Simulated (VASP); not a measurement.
The system is GaAs.

```xyz
2
Lattice="0.0000 2.8268 2.8268 2.8268 0.0000 2.8268 2.8268 2.8268 0.0000" Properties=species:S:1:pos:R:3 pbc="T T T"
As    4.2403    4.2403    4.2403
Ga    0.0000    0.0000    0.0000
```

```yaml
Program: VASP 6.6.1
Task: relaxation of cell and atoms
Functional: PBEsol
Dispersion: D3(BJ)
Potentials_or_basis: VASP PAW PBE potentials, release 64 (As, Ga_d)
Cutoff: 600 eV
k_mesh: 8 × 8 × 8
Occupations: fermi-dirac, width 0.05 eV
Spin: no spin polarisation
```

At the start: pressure -1.8 GPa; volume 22.59 Å³/atom.

**Question.** Where does the relaxation end?

**Answer.** Over 3 steps the energy falls by 3.1 meV/atom and the volume is 22.03 Å³/atom (-2.5 %); space group F-43m (No. 216, to 0.05 Å).

The path:
| step | energy change (eV) | largest force (eV/Å) | pressure (GPa) | volume (Å³) |
| --- | --- | --- | --- | --- |
| 1 | 0.0000 | 0.0000 | -1.77 | 45.18 |
| 2 | -0.0049 | 0.0000 | 0.82 | 43.56 |
| 3 | -0.0063 | 0.0000 | 0.02 | 44.07 |

Final structure:
```cif
data_structure
_symmetry_space_group_name_H-M 'P 1'
_symmetry_Int_Tables_number 1
_cell_length_a 3.9647
_cell_length_b 3.9647
_cell_length_c 3.9647
_cell_angle_alpha 60.000
_cell_angle_beta 60.000
_cell_angle_gamma 60.000
_cell_volume 44.07
loop_
_atom_site_label
_atom_site_type_symbol
_atom_site_fract_x
_atom_site_fract_y
_atom_site_fract_z
_atom_site_occupancy
As1 As 0.75000 0.75000 0.75000 1
Ga1 Ga 0.00000 0.00000 0.00000 1
```

Caveat: the PAW data sets were made with another functional, which shifts forces and pressure a little.
